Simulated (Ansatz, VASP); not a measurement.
## Two plane-wave programs on BaTiO3

File POSCAR:

```
BaTiO3
1.0
    4.0434681200      4.0434681200      0.0000000000
    0.0000000000      4.0434681200      4.0434681200
    4.0434681200      0.0000000000      4.0434681200
O Ti Ba
6 2 2
Direct
    0.2500000000      0.7500000000      0.7500000000
    0.7500000000      0.2500000000      0.2500000000
    0.2500000000      0.7500000000      0.2500000000
    0.7500000000      0.2500000000      0.7500000000
    0.2500000000      0.2500000000      0.7500000000
    0.7500000000      0.7500000000      0.2500000000
    0.2500000000      0.2500000000      0.2500000000
    0.7500000000      0.7500000000      0.7500000000
    0.0000000000      0.0000000000      0.0000000000
    0.5000000000      0.5000000000      0.5000000000
```

INCAR.step1

```
ALGO = Normal
EDIFF = 1E-4
ENCUT = 520
GGA = PE
ISMEAR = -1
ISPIN = 2
LASPH = True
LCHARG = False
LDAU = True
LDAUJ = 0 0.57 0
LDAUL = -1 2 -1
LDAUTYPE = 1
LDAUU = 0 5.7 0
LMAXMIX = 4
LREAL = False
LWAVE = True
MAGMOM = 0.01 0.01 0.01 0.01 0.01 0.01 1.98 1.98 0.01 0.01
NBANDS = 55
NELM = 150
PREC = Accurate
SIGMA = 0.1
```

Contents of INCAR.step2:

```
ALGO = Normal
EDIFF = 1E-6
ENCUT = 520
ISIF = 2
ISMEAR = -1
ISPIN = 2
ISTART = 1
LASPH = True
LCHARG = False
LDAU = True
LDAUJ = 0 0.57 0
LDAUL = -1 2 -1
LDAUPRINT = 1
LDAUTYPE = 1
LDAUU = 0 5.7 0
LMAXMIX = 4
LMIXTAU = True
LORBIT = 11
LREAL = False
LWAVE = False
MAGMOM = 0.01 0.01 0.01 0.01 0.01 0.01 1.98 1.98 0.01 0.01
METAGGA = R2SCAN
NBANDS = 55
NELM = 150
PREC = Accurate
SIGMA = 0.1
```

Contents of KPOINTS:

```
k-points
0
Gamma
  4 4 4
```

Input for Ansatz:

```yaml
crystal:
  lattice:
    - [4.04346812, 4.04346812, 0.0]
    - [0.0, 4.04346812, 4.04346812]
    - [4.04346812, 0.0, 4.04346812]
  atoms:
    - { symbol: O, position: [0.25, 0.75, 0.75] }
    - { symbol: O, position: [0.75, 0.25, 0.25] }
    - { symbol: O, position: [0.25, 0.75, 0.25] }
    - { symbol: O, position: [0.75, 0.25, 0.75] }
    - { symbol: O, position: [0.25, 0.25, 0.75] }
    - { symbol: O, position: [0.75, 0.75, 0.25] }
    - { symbol: Ti, position: [0.25, 0.25, 0.25] }
    - { symbol: Ti, position: [0.75, 0.75, 0.75] }
    - { symbol: Ba, position: [0.0, 0.0, 0.0] }
    - { symbol: Ba, position: [0.5, 0.5, 0.5] }
kpoints:
  mp_grid: { grid: [4, 4, 4], shift: [0.0, 0.0, 0.0] }
  band_path:
    path:
      - [0.0, 0.0, 0.0]
      - [0.5, 0.5, 0.0]
      - [1.0, 0.5, 0.5]
      - [0.0, 0.0, 0.0]
      - [1.0, 1.0, 1.0]
      - [0.5, 0.5, 0.0]
    npoints: 10
magnetization:
  spin_polarized: true
scf:
  occupations: { method: fermi_dirac }
  lower_state_search: "off"
  max_iter: 200
hamiltonian:
  pseudopotentials: { kind: paw }
  xc: r2scan
  hubbard:
    projectors: all-electron-ortho-atomic
    sites: [{ species: Ti, l: d, u: 5.7, j: 0.57 }]
basis:
  ecutwfc: 500
  fft_grid_basis: typed
output:
  forces: true
  stress: true
  eigenvalues: true
  bader: true
  populations: true
  elf: true
  write_potential: true
  volumetric_format: npy
  dos:
    e_range: [-12, 8]
    de: 0.05
    projected: { site_lists: { Ba: [Ba], O: [O], Ti: [Ti] } }
checkpoint:
  read: saved_state
```

Alike in both runs: task single point; functional r2SCAN; k mesh 4 × 4 × 4; collinear spin; Hubbard terms Ti d U = 5.7 eV, J = 0.57 eV.

```csv
,VASP,Ansatz
version,VASP 6.6.1,Ansatz 0.2.0
potentials or method,"VASP PAW PBE potentials, release 64 (O, Ti_sv, Ba_sv), cutoff 520 eV",PAW plane waves
occupations,"fermi-dirac, width 0.1 eV",fermi-dirac
valence electrons in the cell,80,80
```

```tsv
	VASP	Ansatz	Ansatz less VASP
net moment per atom (μB)	0.42	0.42	-0.005
size of the moment on the site where the two differ most (μB)	1.83	1.80	-0.030
```

VASP's potentials were made for PBE, not for r2SCAN. Site moments also hang on the region over which each program counts them. The programs project onto different local orbitals, so the same U acts differently, and such runs can settle in different states. Ansatz's warnings: filled band counts differ across k points.

Neither program's run includes spin-orbit coupling.
